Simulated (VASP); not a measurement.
# TaBe4Ru (F-43m) in VASP: single point with PBE

Aim: the single point of TaBe4Ru with PBE.

Program: VASP 6.6.1. These are calculated values, not measurements. Logs are shortened: lines on timing, memory, paths and dates and some standing lists are left out, and cuts for length are marked.

### Step 1. The cell of the first run

The structure is cubic, space group F-43m (No. 216). Conventional cell: a = 6.546 Å, b = 6.546 Å, c = 6.546 Å, α = 90.00°, β = 90.00°, γ = 90.00°. Ta (site symmetry -43m) has 4 Be at 1.74 Å within 2.3 Å. Be (site symmetry 3m) has 1 Ta at 1.74 Å and 3 Be at 1.79 Å within 2.3 Å. Ru (site symmetry -43m) has 12 Be at 2.68 Å and 6 Ta at 3.27 Å within 3.5 Å.

### Step 2. Single point, PBE

The input, INCAR:

```
PREC = Accurate
ENCUT = 520
EDIFF = 1E-6
ISMEAR = 0
SIGMA = 0.1
LREAL = False
LASPH = True
NELM = 60
ALGO = Fast
ISIF = 2
LWAVE = False
LCHARG = False
GGA = PE
NBANDS = 26
```

The input, KPOINTS:

```
regular mesh
0
Gamma
  4 4 4
```

The input, POSCAR:

```
TaBe4Ru
1.0
    0.0000000000      3.2729517000      3.2729517000
    3.2729517000      0.0000000000      3.2729517000
    3.2729517000      3.2729517000      0.0000000000
Ta Be Ru
1 4 1
Direct
    0.5000000000      0.5000000000      0.5000000000
    0.6535239700      0.6535239700      0.6535239700
    0.6535239700      0.6535239700      0.0394281000
    0.6535239700      0.0394281000      0.6535239700
    0.0394281000      0.6535239700      0.6535239700
    0.0000000000      0.0000000000      0.0000000000
```

Potentials or basis: VASP PAW PBE potentials, release 64 (Ta_pv, Be, Ru_pv).

Command:

```
cat potpaw_PBE.64/Ta_pv/POTCAR potpaw_PBE.64/Be/POTCAR potpaw_PBE.64/Ru_pv/POTCAR > POTCAR
mpirun -np 1 vasp_std > vasp.out
```

OUTCAR:

```text
PREC = Accurate
   ENCUT = 520
   EDIFF = 1E-6
   ISMEAR = 0
   LREAL = False
   LASPH = True
   NELM = 60
   ISIF = 2
   GGA = PE

 ion  position               nearest neighbor table
   1  0.500  0.500  0.500-   3 1.74   4 1.74   5 1.74   2 1.74   6 3.27   6 3.27   6 3.27   6 3.27
                             6 3.27   6 3.27
   2  0.654  0.654  0.654-   1 1.74   3 1.79   4 1.79   5 1.79   6 2.68   6 2.68   6 2.68
   3  0.654  0.654  0.039-   1 1.74   2 1.79   4 1.79   5 1.79   6 2.68   6 2.68   6 2.68
   4  0.654  0.039  0.654-   1 1.74   2 1.79   3 1.79   5 1.79   6 2.68   6 2.68   6 2.68
   5  0.039  0.654  0.654-   1 1.74   2 1.79   3 1.79   4 1.79   6 2.68   6 2.68   6 2.68
   6  0.000  0.000  0.000-   3 2.68   4 2.68   5 2.68   2 2.68   2 2.68   2 2.68   4 2.68   4 2.68
                             5 2.68   3 2.68   3 2.68   5 2.68   1 3.27   1 3.27   1 3.27   1 3.27

  LATTYP: Found a face centered cubic cell.
 ALAT       =     6.5459034000

  Lattice vectors:

 A1 = (   0.0000000000,   3.2729517000,   3.2729517000)
 A2 = (   3.2729517000,   0.0000000000,   3.2729517000)
 A3 = (   3.2729517000,   3.2729517000,   0.0000000000)

Analysis of symmetry for initial positions (statically):
=====================================================================
 Subroutine PRICEL returns:
 Original cell was already a primitive cell.

 Routine SETGRP: Setting up the symmetry group for a
 face centered cubic supercell.

 Subroutine GETGRP returns: Found 24 space group operations
 (whereof 24 operations were pure point group operations)
 out of a pool of 48 trial point group operations.

The static configuration has the point symmetry T_d .

Analysis of symmetry for dynamics (positions and initial velocities):
=====================================================================
 Subroutine PRICEL returns:
 Original cell was already a primitive cell.

 Routine SETGRP: Setting up the symmetry group for a
 face centered cubic supercell.

 Subroutine GETGRP returns: Found 24 space group operations
 (whereof 24 operations were pure point group operations)
 out of a pool of 48 trial point group operations.

The dynamic configuration has the point symmetry T_d .

 Subroutine INISYM returns: Found 24 space group operations
 (whereof 24 operations are pure point group operations),
 and found     1 'primitive' translations

----------------------------------------------------------------------------------------

                                     Primitive cell

  volume of cell :      70.1211

  direct lattice vectors                    reciprocal lattice vectors
     0.000000000  3.272951700  3.272951700    -0.152767302  0.152767302  0.152767302
     3.272951700  0.000000000  3.272951700     0.152767302 -0.152767302  0.152767302
     3.272951700  3.272951700  0.000000000     0.152767302  0.152767302 -0.152767302

  length of vectors
     4.628652683  4.628652683  4.628652683     0.264600728  0.264600728  0.264600728

  position of ions in fractional coordinates (direct lattice)
     0.500000000  0.500000000  0.500000000
     0.653523970  0.653523970  0.653523970
     0.653523970  0.653523970  0.039428100
     0.653523970  0.039428100  0.653523970
     0.039428100  0.653523970  0.653523970
     0.000000000  0.000000000  0.000000000

  ion indices of the primitive-cell ions
   primitive index   ion index
                 1           1
                 2           2
                 3           3
                 4           4
                 5           5
                 6           6

----------------------------------------------------------------------------------------

 KPOINTS: regular mesh

Automatic generation of k-mesh.
 Grid dimensions read from file:
 generate k-points for:    4    4    4

 Generating k-lattice:

  Cartesian coordinates                     Fractional coordinates (reciprocal lattice)
    -0.038191825  0.038191825  0.038191825     0.250000000  0.000000000  0.000000000
     0.038191825 -0.038191825  0.038191825     0.000000000  0.250000000  0.000000000
     0.038191825  0.038191825 -0.038191825     0.000000000  0.000000000  0.250000000

  Length of vectors
     0.066150182  0.066150182  0.066150182

  Shift w.r.t. Gamma in fractional coordinates (k-lattice)
     0.000000000  0.000000000  0.000000000

 Subroutine IBZKPT returns following result:
 ===========================================

 Found      8 irreducible k-points:

 Following reciprocal coordinates:
            Coordinates               Weight
  0.000000  0.000000  0.000000      1.000000
  0.250000  0.000000  0.000000      8.000000
  0.500000  0.000000  0.000000      4.000000
  0.250000  0.250000  0.000000      6.000000
  0.500000  0.250000  0.000000     24.000000
 -0.250000  0.250000  0.000000     12.000000
  0.500000  0.500000  0.000000      3.000000
 -0.250000  0.500000  0.250000      6.000000
   k-points           NKPTS =      8   k-points in BZ     NKDIM =      8   number of bands    NBANDS=     26
   number of dos      NEDOS =    301   number of ions     NIONS =      6
   total plane-waves  NPLWV =  46656
   dimension x,y,z NGX =    36 NGY =   36 NGZ =   36
   dimension x,y,z NGXF=    72 NGYF=   72 NGZF=   72
   ions per type =               1   4   1
   NGX,Y,Z   is equivalent  to a cutoff of  12.93, 12.93, 12.93 a.u.
   NGXF,Y,Z  is equivalent  to a cutoff of  25.86, 25.86, 25.86 a.u.
 SYSTEM =  unknown system
   PREC   = accura    normal or accurate (medium, high low for compatibility)
   ISTART =      0    job   : 0-new  1-cont  2-samecut
   ICHARG =      2    charge: 1-file 2-atom 10-const
   ISPIN  =      1    spin polarized calculation?
   LNONCOLLINEAR =      F non collinear calculations
   LSORBIT =      F    spin-orbit coupling
   LASPH  =      T    aspherical Exc in radial PAW
   ENCUT  =  520.0 eV  38.22 Ry    6.18 a.u.   8.61  8.61  8.61*2*pi/ulx,y,z
   NELM   =     60;   NELMIN=  2; NELMDL= -5     # of ELM steps
   EDIFF  = 0.1E-05   stopping-criterion for ELM
   LREAL  =      F    real-space projection
   EDIFFG = 0.1E-04   stopping-criterion for IOM
   NSW    =      0    number of steps for IOM
   IBRION =     -1    ionic relax: 0-MD 1-quasi-New 2-CG
   NFREE  =      0    steps in history (QN), initial steepest desc. (CG)
   ISIF   =      2    stress and relaxation
   ISYM   =      2    0-nonsym 1-usesym 2-fastsym
   POTIM  = 0.5000    time-step for ionic-motion
   TEBEG  =    0.0;   TEEND  =   0.0 temperature during run
   PSTRESS=    0.0 pullay stress
   NELECT =      33.0000    total number of electrons
   NUPDOWN=      -1.0000    fix difference up-down
   EMIN   =  10.00;   EMAX   =-10.00  energy-range for DOS
   EFERMI =   0.00;   METHOD = LEGACY
   ISMEAR =     0;   SIGMA  =   0.10  broadening in eV -4-tet -1-fermi 0-gaus
   EFERMI_NEDOS =   21; number of points for ismear=-14 and -15
   IALGO  =     68    algorithm
   IMIX   =      4    mixing-type and parameters
     AMIX     =   0.40;   BMIX     =  1.00
     AMIX_MAG =   1.60;   BMIX_MAG =  1.00
  volume/ion in A,a.u.               =      11.69        78.87
  Fermi-wavevector in a.u.,A,eV,Ry     =   1.273395  2.406368 22.062328  1.621535
  Thomas-Fermi vector in A             =   2.406221
   LORBIT       =      0    0 simple, 1 ext, 2 COOP (PROOUT), +10 PAW based schemes
   GGA     = PE    functional components
   LHFCALC =     F    Hartree Fock is set to
   AEXX    =    0.0000 exact exchange contribution
   IVDW    =     0    specifies the selected vdW correction
   LEPSILON=     F    determine dielectric tensor
   LRPA    =     F    only Hartree local field effects (RPA)
 non-spin polarized calculation
 RMM-DIIS sequential band-by-band and
 Gauss-broadening in eV      SIGMA  =   0.10
  energy-cutoff  :      520.00
  volume of cell :       70.12
 maximum number of plane-waves:      1917
 NGX is ok and might be reduce to    36
   NGX = 17   NGY = 17   NGZ = 17

 number of electron      33.0000002 magnetization

 Free energy of the ion-electron system (eV)
  ---------------------------------------------------
  ext. energy  EPLUGINS =         0.00000000
  ---------------------------------------------------
  free energy    TOTEN  =       -16.35653269 eV

  energy without entropy =      -16.28884773  energy(sigma->0) =      -16.32269021

 E-fermi :   5.2187     XC(G=0): -11.0358

 val. band max:        5.2085135349   @ k =   0.5000   0.5000   0.0000
 cond. band min:       5.2202458715   @ k =   0.5000   0.2500   0.0000
 fundamental gap:      0.0117323367
 Fermi energy:         5.2187069070

 k-point     1 :       0.0000    0.0000    0.0000
  band No.  band energies     occupation
      1     -37.0227      2.00000
      2     -37.0227      2.00000
      3     -37.0227      2.00000
      4     -28.2623      2.00000
      5     -28.2623      2.00000
      6     -28.2623      2.00000
[... 18 lines left out ...]
     25      13.2308      0.00000
     26      14.6166      0.00000

 k-point     2 :       0.2500    0.0000    0.0000
  band No.  band energies     occupation
      1     -37.0232      2.00000
      2     -37.0227      2.00000
      3     -37.0227      2.00000
      4     -28.2663      2.00000
      5     -28.2631      2.00000
      6     -28.2631      2.00000
[... 18 lines left out ...]
     25      13.6470      0.00000
     26      13.6999      0.00000

 k-point     3 :       0.5000    0.0000    0.0000
  band No.  band energies     occupation
      1     -37.0238      2.00000
      2     -37.0228      2.00000
      3     -37.0228      2.00000
      4     -28.2703      2.00000
      5     -28.2640      2.00000
      6     -28.2640      2.00000
[... 18 lines left out ...]
     25      13.1715      0.00000
     26      14.1763      0.00000

 k-point     4 :       0.2500    0.2500    0.0000
  band No.  band energies     occupation
      1     -37.0231      2.00000
      2     -37.0230      2.00000
      3     -37.0230      2.00000
      4     -28.2666      2.00000
      5     -28.2633      2.00000
      6     -28.2633      2.00000
[... 18 lines left out ...]
     25      12.1179      0.00000
     26      13.2103      0.00000

 k-point     5 :       0.5000    0.2500    0.0000
  band No.  band energies     occupation
      1     -37.0238      2.00000
      2     -37.0232      2.00000
      3     -37.0231      2.00000
      4     -28.2685      2.00000
      5     -28.2653      2.00000
      6     -28.2642      2.00000
[... 18 lines left out ...]
     25      13.1919      0.00000
     26      13.5329      0.00000

 k-point     6 :      -0.2500    0.2500    0.0000
  band No.  band energies     occupation
      1     -37.0235      2.00000
      2     -37.0234      2.00000
      3     -37.0228      2.00000
      4     -28.2682      2.00000
      5     -28.2650      2.00000
      6     -28.2639      2.00000
[... 18 lines left out ...]
     25      13.2161      0.00000
     26      13.8092      0.00000

 k-point     7 :       0.5000    0.5000    0.0000
  band No.  band energies     occupation
      1     -37.0241      2.00000
      2     -37.0234      2.00000
      3     -37.0234      2.00000
      4     -28.2688      2.00000
      5     -28.2644      2.00000
      6     -28.2644      2.00000
[... 18 lines left out ...]
     25      12.4123      0.00000
     26      13.8875      0.00000

 k-point     8 :      -0.2500    0.5000    0.2500
  band No.  band energies     occupation
      1     -37.0238      2.00000
      2     -37.0237      2.00000
      3     -37.0231      2.00000
      4     -28.2667      2.00000
      5     -28.2665      2.00000
      6     -28.2655      2.00000
[... 18 lines left out ...]
     25      13.1321      0.00000
     26      14.2070      0.00000

------------------------ aborting loop because EDIFF is reached ----------------------------------------

  FORCE on cell =-STRESS in cart. coord.  units (eV):
  Direction    XX          YY          ZZ          XY          YZ          ZX
  --------------------------------------------------------------------------------------
  -------------------------------------------------------------------------------------
  Total       22.4443189     22.4443189     22.4443189      0.0000000     -0.0000000     -0.0000000
  in kB      512.8238664    512.8238664    512.8238664      0.0000000     -0.0000000     -0.0000000
  external PRESSURE =     512.8238664 kB  Pullay stress =       0.0000000 kB

 VOLUME and BASIS-vectors are now :
 -----------------------------------------------------------------------------
  energy-cutoff  :      520.00
  volume of cell :       70.12
      direct lattice vectors                 reciprocal lattice vectors
     0.000000000  3.272951700  3.272951700    -0.152767302  0.152767302  0.152767302
     3.272951700  0.000000000  3.272951700     0.152767302 -0.152767302  0.152767302
     3.272951700  3.272951700  0.000000000     0.152767302  0.152767302 -0.152767302

 POSITION                                       TOTAL-FORCE (eV/Angst)
 -----------------------------------------------------------------------------------
      3.27295      3.27295      3.27295         0.000000      0.000000      0.000000
      4.27790      4.27790      4.27790         3.843812      3.843812      3.843812
      2.26800      2.26800      4.27790        -3.843812     -3.843812      3.843812
      2.26800      4.27790      2.26800        -3.843812      3.843812     -3.843812
      4.27790      2.26800      2.26800         3.843812     -3.843812     -3.843812
      0.00000      0.00000      0.00000         0.000000      0.000000      0.000000
 -----------------------------------------------------------------------------------
    total drift:                                0.000001      0.000001      0.000001

  FREE ENERGIE OF THE ION-ELECTRON SYSTEM (eV)
  ---------------------------------------------------
  free  energy   TOTEN  =       -16.3565326889 eV

  energy  without entropy=      -16.2888477253  energy(sigma->0) =      -16.32269021
```

It took 27 s on 1 thread of AMD EPYC 7R43 (Zen 3), shared host; peak memory 0.17 GiB.

What came out:

* Free energy: -16.3565 eV
* Pressure: 51.3 GPa
* Largest force: 6.658 eV/Å

Forces in eV/Å, atoms in the order of the input:
```
Ta   0.000  0.000  0.000
Be   3.844  3.844  3.844
Be  -3.844 -3.844  3.844
Be  -3.844  3.844 -3.844
Be   3.844 -3.844 -3.844
Ru   0.000  0.000  0.000
```

Levels at points of the mesh, in eV from the Fermi level:
| k point | band 12 | band 13 | band 14 | band 15 | band 16 | band 17 | band 18 | band 19 | band 20 | band 21 |
| --- | --- | --- | --- | --- | --- | --- | --- | --- | --- | --- |
| (0.00, 0.00, 0.00) | -3.40 | -2.50 | 0.61 | 0.61 | 0.61 | 1.73 | 1.73 | 2.21 | 2.21 | 2.21 |
| (0.50, 0.00, 0.00) | -2.07 | -1.64 | -1.16 | -1.16 | -0.47 | -0.32 | -0.32 | -0.32 | 3.66 | 3.66 |
| (0.50, 0.50, 0.00) | -2.21 | -2.21 | -0.37 | -0.37 | -0.01 | -0.01 | 0.49 | 1.22 | 1.77 | 1.94 |

Caveat: the k points lie up to 0.42 Å⁻¹ apart; spin-orbit coupling is left out, which moves the levels of the heavy elements; forces of over 1 eV/Å act on the atoms, so gaps and moduli don't describe the material at rest.
